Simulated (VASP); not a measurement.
Input of a VASP 6.6.1 run:

Contents of POSCAR:

```
GaN
1.0
    0.0421703047      2.1506855410      2.1506855410
    2.1506855410      0.0421703047      2.1506855410
    2.1506855410      2.1506855410      0.0421703047
Ga N
1 1
Direct
    0.0000000000      0.0000000000      0.0000000000
    0.5000000000      0.5000000000      0.5000000000
```

Contents of INCAR.step1:

```
PREC = Accurate ; ENCUT = 520
ISMEAR = 0 ; SIGMA = 0.01
LREAL = F ; LASPH = T
NELM = 100 ; NBANDS = 16
GGA = PE ; ALGO = Normal
EDIFF = 1E-4 ; LWAVE = T
LCHARG = F
```

INCAR.step2

```
PREC = Accurate ; ENCUT = 520
EDIFF = 1E-7 ; ISMEAR = 0
SIGMA = 0.01 ; LREAL = F
LASPH = T ; NELM = 100
ALGO = Normal ; ISIF = 2
LWAVE = F ; LCHARG = F
METAGGA = R2SCAN ; LMIXTAU = T
NBANDS = 16 ; ISTART = 1
```

Contents of KPOINTS:

```
Automatic mesh
0
Gamma
  10 10 10
```

Potentials or basis: VASP PAW PBE potentials, release 64 (Ga_d, N).

The run is started by

```bash
$ cat potpaw_PBE.64/Ga_d/POTCAR potpaw_PBE.64/N/POTCAR > POTCAR
$ cp INCAR.step1 INCAR
$ mpirun -np 1 vasp_std > vasp.out
$ cp INCAR.step2 INCAR
$ mpirun -np 1 vasp_std > vasp.out
```

What does it give for the band gap on the k mesh?

0.88 eV, indirect (least direct gap 2.86 eV).

Predict the pressure.

-5.6 GPa.

Stress tensor (GPa, compression positive):
```
-5.59 -4.63 -4.63
-4.63 -5.59 -4.63
-4.63 -4.63 -5.59
```

Caveat: the cell differs from its parent crystal (strain along [111] +3.0%); the PAW data sets were made with another functional, which shifts forces and pressure a little. A k mesh can miss the band edges.
